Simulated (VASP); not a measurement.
TaN:

```
Ta N
1.0
     0.00000    2.17900    2.17900
     2.17900    0.00000    2.17900
     2.17900    2.17900    0.00000
Ta N
1 1
Direct
  0.50000 0.50000 0.50000
  0.00000 0.00000 0.00000
```

Base run:

| Quantity | Value |
| --- | --- |
| Program | VASP 6.6.1 |
| Functional | PBE |
| Potentials or basis | VASP PAW PBE potentials, release 64 (Ta_pv, N) |
| Cutoff | 520 eV |
| k mesh | 12 × 12 × 12 |
| Occupations | fermi-dirac, width 0.1 eV |
| Spin | no spin polarisation |

Its results: band gap on the k mesh zero (band 8 reaches 11.85 eV, above the bottom of band 9 at 7.68 eV); pressure 15.7 GPa.

The run is repeated on the same cell with these changes: functional from PBE to BLYP. What comes out?

Band gap on the k mesh zero (band 8 reaches 12.28 eV, above the bottom of band 9 at 8.21 eV); pressure 29.7 GPa.

BLYP binds less tightly than PBE, so the same cell stands under more pressure.

Caveats: spin-orbit coupling is left out, which moves the levels of the heavy elements; the PAW data sets were made with another functional, which shifts forces and pressure a little (some runs).
